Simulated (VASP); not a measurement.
# BeS (F-43m) in VASP: relaxation of cell and atoms with PBEsol

Aim: the relaxation of cell and atoms of BeS with PBEsol.

All numbers are computed with VASP 6.6.1; they aren't measurements. Logs are shortened: lines on timing, memory, paths and dates and some standing lists are left out, and cuts for length are marked.

## Step 1: The cell of the first run

It takes space group F-43m (No. 216, cubic). Conventional cell: a = 4.850 Å, b = 4.850 Å, c = 4.850 Å, α = 90.00°, β = 90.00°, γ = 90.00°. Within 2.8 Å of Be (site symmetry -43m) lie 4 S at 2.10 Å. S (site symmetry -43m) has 4 Be at 2.10 Å within 2.8 Å.

## Step 2: Relaxation of cell and atoms, PBEsol

INCAR

```
SYSTEM = BeS
  PREC = Accurate
  ENCUT = 600
  EDIFF = 1E-6
  ISMEAR = -1
  SIGMA = 0.1
  LREAL = .FALSE.
  LASPH = .TRUE.
  NELM = 100
  ALGO = Normal
  ISIF = 3
  LWAVE = .FALSE.
  LCHARG = .FALSE.
  GGA = PS
  IBRION = 2
  NSW = 100
  EDIFFG = -0.002
```

KPOINTS

```
Automatic mesh
0
G
  12 12 12
  0 0 0
```

POSCAR

```
BeS
1.0
    2.4250000000      2.4250000000      0.0000000000
   -2.4250000000      2.4250000000      0.0000000000
    0.0000000000      2.4250000000      2.4250000000
Be S
1 1
Direct
    0.0000000000      0.0000000000      0.0000000000
    0.7500000000      0.2500000000      0.5000000000
```

Potentials or basis: VASP PAW PBE potentials, release 64 (Be, S).

The run is started by

```bash
$ cat potpaw_PBE.64/Be/POTCAR potpaw_PBE.64/S/POTCAR > POTCAR
$ mpirun -np 1 vasp_std > vasp.out
```

OUTCAR:

```text
SYSTEM = BeS
   PREC = Accurate
   ENCUT = 600
   EDIFF = 1E-6
   ISMEAR = -1
   LREAL = .FALSE.
   LASPH = .TRUE.
   NELM = 100
   ISIF = 3
   GGA = PS
   IBRION = 2
   NSW = 100
   EDIFFG = -0.002

 ion  position               nearest neighbor table
   1  0.000  0.000  0.000-   2 2.10   2 2.10   2 2.10   2 2.10
   2  0.750  0.250  0.500-   1 2.10   1 2.10   1 2.10   1 2.10

  LATTYP: Found a face centered cubic cell.
 ALAT       =     4.8500000000

  Lattice vectors:

 A1 = (   0.0000000000,   2.4250000000,   2.4250000000)
 A2 = (   2.4250000000,   0.0000000000,   2.4250000000)
 A3 = (   2.4250000000,   2.4250000000,   0.0000000000)

Analysis of symmetry for initial positions (statically):
=====================================================================
 Subroutine PRICEL returns:
 Original cell was already a primitive cell.

 Routine SETGRP: Setting up the symmetry group for a
 face centered cubic supercell.

 Subroutine GETGRP returns: Found 24 space group operations
 (whereof 24 operations were pure point group operations)
 out of a pool of 48 trial point group operations.

The static configuration has the point symmetry T_d .

Analysis of symmetry for dynamics (positions and initial velocities):
=====================================================================
 Subroutine PRICEL returns:
 Original cell was already a primitive cell.

 Routine SETGRP: Setting up the symmetry group for a
 face centered cubic supercell.

 Subroutine GETGRP returns: Found 24 space group operations
 (whereof 24 operations were pure point group operations)
 out of a pool of 48 trial point group operations.

The dynamic configuration has the point symmetry T_d .

 Subroutine INISYM returns: Found 24 space group operations
 (whereof 24 operations are pure point group operations),
 and found     1 'primitive' translations

----------------------------------------------------------------------------------------

                                     Primitive cell

  volume of cell :      28.5210

  direct lattice vectors                    reciprocal lattice vectors
     2.425000000  2.425000000  0.000000000     0.206185567  0.206185567 -0.206185567
    -2.425000000  2.425000000  0.000000000    -0.206185567  0.206185567 -0.206185567
     0.000000000  2.425000000  2.425000000     0.000000000  0.000000000  0.412371134

  length of vectors
     3.429467889  3.429467889  3.429467889     0.357123878  0.357123878  0.412371134

  position of ions in fractional coordinates (direct lattice)
     0.000000000  0.000000000  0.000000000
     0.750000000  0.250000000  0.500000000

  ion indices of the primitive-cell ions
   primitive index   ion index
                 1           1
                 2           2

----------------------------------------------------------------------------------------

 KPOINTS: Automatic mesh

Automatic generation of k-mesh.
 Grid dimensions read from file:
 generate k-points for:   12   12   12

 Generating k-lattice:

  Cartesian coordinates                     Fractional coordinates (reciprocal lattice)
     0.017182131  0.017182131 -0.017182131     0.083333333  0.000000000  0.000000000
    -0.017182131  0.017182131 -0.017182131     0.000000000  0.083333333  0.000000000
     0.000000000  0.000000000  0.034364261     0.000000000  0.000000000  0.083333333

  Length of vectors
     0.029760323  0.029760323  0.034364261

  Shift w.r.t. Gamma in fractional coordinates (k-lattice)
     0.000000000  0.000000000  0.000000000

 Subroutine IBZKPT returns following result:
 ===========================================

 Found     72 irreducible k-points:

 Following reciprocal coordinates:
            Coordinates               Weight
  0.000000  0.000000  0.000000      1.000000
  0.083333  0.000000  0.000000      8.000000
  0.166667  0.000000  0.000000      8.000000
  0.250000  0.000000  0.000000      8.000000
  0.333333  0.000000  0.000000      8.000000
  0.416667  0.000000  0.000000      8.000000
[... 16 lines left out ...]
  0.500000  0.166667  0.000000     24.000000
 -0.416667  0.166667  0.000000     24.000000
 [... further k-points ...]
   k-points           NKPTS =     72   k-points in BZ     NKDIM =     72   number of bands    NBANDS=      8
   number of dos      NEDOS =    301   number of ions     NIONS =      2
   total plane-waves  NPLWV =  21952
   dimension x,y,z NGX =    28 NGY =   28 NGZ =   28
   dimension x,y,z NGXF=    56 NGYF=   56 NGZF=   56
   ions per type =               1   1
   NGX,Y,Z   is equivalent  to a cutoff of  13.57, 13.57, 13.57 a.u.
   NGXF,Y,Z  is equivalent  to a cutoff of  27.15, 27.15, 27.15 a.u.
 SYSTEM =  BeS
   PREC   = accura    normal or accurate (medium, high low for compatibility)
   ISTART =      0    job   : 0-new  1-cont  2-samecut
   ICHARG =      2    charge: 1-file 2-atom 10-const
   ISPIN  =      1    spin polarized calculation?
   LNONCOLLINEAR =      F non collinear calculations
   LSORBIT =      F    spin-orbit coupling
   LASPH  =      T    aspherical Exc in radial PAW
   ENCUT  =  600.0 eV  44.10 Ry    6.64 a.u.   6.85  6.85  6.85*2*pi/ulx,y,z
   NELM   =    100;   NELMIN=  2; NELMDL= -5     # of ELM steps
   EDIFF  = 0.1E-05   stopping-criterion for ELM
   LREAL  =      F    real-space projection
   EDIFFG = -.2E-02   stopping-criterion for IOM
   NSW    =    100    number of steps for IOM
   IBRION =      2    ionic relax: 0-MD 1-quasi-New 2-CG
   NFREE  =      1    steps in history (QN), initial steepest desc. (CG)
   ISIF   =      3    stress and relaxation
   ISYM   =      2    0-nonsym 1-usesym 2-fastsym
   POTIM  = 0.5000    time-step for ionic-motion
   TEBEG  =    0.0;   TEEND  =   0.0 temperature during run
   PSTRESS=    0.0 pullay stress
   NELECT =       8.0000    total number of electrons
   NUPDOWN=      -1.0000    fix difference up-down
   EMIN   =  10.00;   EMAX   =-10.00  energy-range for DOS
   EFERMI =   0.00;   METHOD = LEGACY
   ISMEAR =    -1;   SIGMA  =   0.10  broadening in eV -4-tet -1-fermi 0-gaus
   EFERMI_NEDOS =   21; number of points for ismear=-14 and -15
   IALGO  =     38    algorithm
   IMIX   =      4    mixing-type and parameters
     AMIX     =   0.40;   BMIX     =  1.00
     AMIX_MAG =   1.60;   BMIX_MAG =  1.00
  volume/ion in A,a.u.               =      14.26        96.23
  Fermi-wavevector in a.u.,A,eV,Ry     =   1.071642  2.025110 15.625158  1.148417
  Thomas-Fermi vector in A             =   2.207388
   LORBIT       =      0    0 simple, 1 ext, 2 COOP (PROOUT), +10 PAW based schemes
   GGA     = PS    functional components
   LHFCALC =     F    Hartree Fock is set to
   AEXX    =    0.0000 exact exchange contribution
   IVDW    =     0    specifies the selected vdW correction
   LEPSILON=     F    determine dielectric tensor
   LRPA    =     F    only Hartree local field effects (RPA)
 conjugate gradient relaxation of ions
 non-spin polarized calculation
  energy-cutoff  :      600.00
  volume of cell :       28.52
 maximum number of plane-waves:       963
   NGX = 13   NGY = 13   NGZ = 13

--------------------------------------- Ionic step        1  -------------------------------------------

 number of electron       7.9999999 magnetization

 Free energy of the ion-electron system (eV)
  ---------------------------------------------------
  ext. energy  EPLUGINS =         0.00000000
  ---------------------------------------------------
  free energy    TOTEN  =       -10.56436662 eV

  energy without entropy =      -10.56436660  energy(sigma->0) =      -10.56436661

------------------------ aborting loop because EDIFF is reached ----------------------------------------

  FORCE on cell =-STRESS in cart. coord.  units (eV):
  Direction    XX          YY          ZZ          XY          YZ          ZX
  --------------------------------------------------------------------------------------
  -------------------------------------------------------------------------------------
  Total       -0.0943484     -0.0943484     -0.0943484      0.0000000     -0.0000000     -0.0000000
  in kB       -5.3000483     -5.3000483     -5.3000483      0.0000000     -0.0000000     -0.0000000
  external PRESSURE =      -5.3000483 kB  Pullay stress =       0.0000000 kB

 VOLUME and BASIS-vectors are now :
 -----------------------------------------------------------------------------
  energy-cutoff  :      600.00
  volume of cell :       28.52
      direct lattice vectors                 reciprocal lattice vectors
     2.425000000  2.425000000  0.000000000     0.206185567  0.206185567 -0.206185567
    -2.425000000  2.425000000  0.000000000    -0.206185567  0.206185567 -0.206185567
     0.000000000  2.425000000  2.425000000     0.000000000  0.000000000  0.412371134
[... 37 lines left out ...]
 POSITION                                       TOTAL-FORCE (eV/Angst)
 -----------------------------------------------------------------------------------
      0.00000      4.83896      0.00000         0.000000     -0.000000      0.000000
      1.20974      3.62922      1.20974        -0.000000      0.000000     -0.000000
 -----------------------------------------------------------------------------------
    total drift:                                0.000000      0.000000      0.000000

  FREE ENERGIE OF THE ION-ELECTRON SYSTEM (eV)
  ---------------------------------------------------
  free  energy   TOTEN  =       -10.5646199479 eV

  energy  without entropy=      -10.5646199314  energy(sigma->0) =      -10.56461994

--------------------------------------- Ionic step        3  -------------------------------------------

 number of electron       7.9999999 magnetization

 Free energy of the ion-electron system (eV)
  ---------------------------------------------------
  ext. energy  EPLUGINS =         0.00000000
  ---------------------------------------------------
  free energy    TOTEN  =       -10.56463419 eV

  energy without entropy =      -10.56463417  energy(sigma->0) =      -10.56463418

 E-fermi :   5.7258     XC(G=0):  -9.9240

 val. band max:        4.2018275386   @ k =   0.0000   0.0000   0.0000
 cond. band min:       7.1174743692   @ k =   0.5000   0.5000   0.0000
 fundamental gap:      2.9156468305
 Fermi energy:         5.7258228618

 k-point     1 :       0.0000    0.0000    0.0000
  band No.  band energies     occupation
      1      -9.5536      2.00000
      2       4.2018      2.00000
      3       4.2018      2.00000
      4       4.2018      2.00000
      5       9.8092      0.00000
      6       9.8092      0.00000
      7       9.8092      0.00000
      8       9.9550      0.00000

 k-point     2 :       0.0833    0.0000    0.0000
  band No.  band energies     occupation
      1      -9.4726      2.00000
      2       3.5894      2.00000
      3       4.1052      2.00000
      4       4.1052      2.00000
      5       9.7306      0.00000
      6       9.9832      0.00000
      7       9.9832      0.00000
      8      10.6527      0.00000
[... 221 lines left out ...]
 k-point    23 :       0.5000    0.1667    0.0000
  band No.  band energies     occupation
      1      -7.7908      2.00000
      2      -1.2406      2.00000
      3       2.0206      2.00000
      4       2.6281      2.00000
      5       9.4785      0.00000
      6      11.5528      0.00000
      7      12.0030      0.00000
      8      13.9902      0.00000

 k-point    24 :      -0.4167    0.1667    0.0000
  band No.  band energies     occupation
      1      -8.0888      2.00000
      2      -0.5845      2.00000
      3       2.3498      2.00000
      4       2.5867      2.00000
      5       9.3661      0.00000
      6      11.6532      0.00000
      7      12.2384      0.00000
      8      12.6427      0.00000

 [... further k-points ...]

------------------------ aborting loop because EDIFF is reached ----------------------------------------

  FORCE on cell =-STRESS in cart. coord.  units (eV):
  Direction    XX          YY          ZZ          XY          YZ          ZX
  --------------------------------------------------------------------------------------
  -------------------------------------------------------------------------------------
  Total        0.0015480      0.0015480      0.0015480      0.0000000     -0.0000000     -0.0000000
  in kB        0.0874464      0.0874464      0.0874464      0.0000000     -0.0000000     -0.0000000
  external PRESSURE =       0.0874464 kB  Pullay stress =       0.0000000 kB

 VOLUME and BASIS-vectors are now :
 -----------------------------------------------------------------------------
  energy-cutoff  :      600.00
  volume of cell :       28.36
      direct lattice vectors                 reciprocal lattice vectors
     2.420493774  2.420493774 -0.000000000     0.206569422  0.206569422 -0.206569422
    -2.420493774  2.420493774  0.000000000    -0.206569422  0.206569422 -0.206569422
     0.000000000  2.420493774  2.420493774     0.000000000  0.000000000  0.413138844

 POSITION                                       TOTAL-FORCE (eV/Angst)
 -----------------------------------------------------------------------------------
      0.00000      2.42049      2.42049        -0.000000      0.000000     -0.000000
      1.21025      3.63074      1.21025         0.000000     -0.000000      0.000000
 -----------------------------------------------------------------------------------
    total drift:                                0.000000      0.000000      0.000000

  FREE ENERGIE OF THE ION-ELECTRON SYSTEM (eV)
  ---------------------------------------------------
  free  energy   TOTEN  =       -10.5646341897 eV

  energy  without entropy=      -10.5646341734  energy(sigma->0) =      -10.56463418

 reached required accuracy - stopping structural energy minimisation
```

It took 35 s on 1 thread of Intel Xeon Platinum 8259CL at 2.50GHz (Skylake/Cascade Lake), shared host; peak memory 0.16 GiB.

What came out:

```
Free energy                           : -10.5646 eV
Relaxed volume                        : 14.18 Å³/atom
Relaxed cell                          : a = 3.423 Å, b = 3.423 Å, c = 3.423 Å, α = 60.00°, β = 60.00°, γ = 90.00°
Space group after relaxing (to 0.1 Å) : F-43m (No. 216)
Energy gained by relaxing             : 0.1 meV/atom
Ionic steps                           : 3
Pressure after relaxing               : 0.0 GPa
Band gap on the k mesh                : 2.92 eV (least direct gap 5.61 eV)
```

Step by step:
```
step  energy change (eV)  largest force (eV/Å)  pressure (GPa)  volume (Å³)
   1              0.0000                0.0000           -0.53        28.52
   2             -0.0003                0.0000            0.13        28.33
   3             -0.0003                0.0000            0.01        28.36
```

Final structure:
```cif
data_structure
_symmetry_space_group_name_H-M 'P 1'
_symmetry_Int_Tables_number 1
_cell_length_a 3.4231
_cell_length_b 3.4231
_cell_length_c 3.4231
_cell_angle_alpha 60.000
_cell_angle_beta 60.000
_cell_angle_gamma 90.000
_cell_volume 28.36
loop_
_atom_site_label
_atom_site_type_symbol
_atom_site_fract_x
_atom_site_fract_y
_atom_site_fract_z
_atom_site_occupancy
Be1 Be 0.00000 0.00000 0.00000 1
S1 S 0.75000 0.25000 0.50000 1
```

Caveat: the PAW data sets were made with another functional, which shifts forces and pressure a little. A k mesh can miss the band edges.
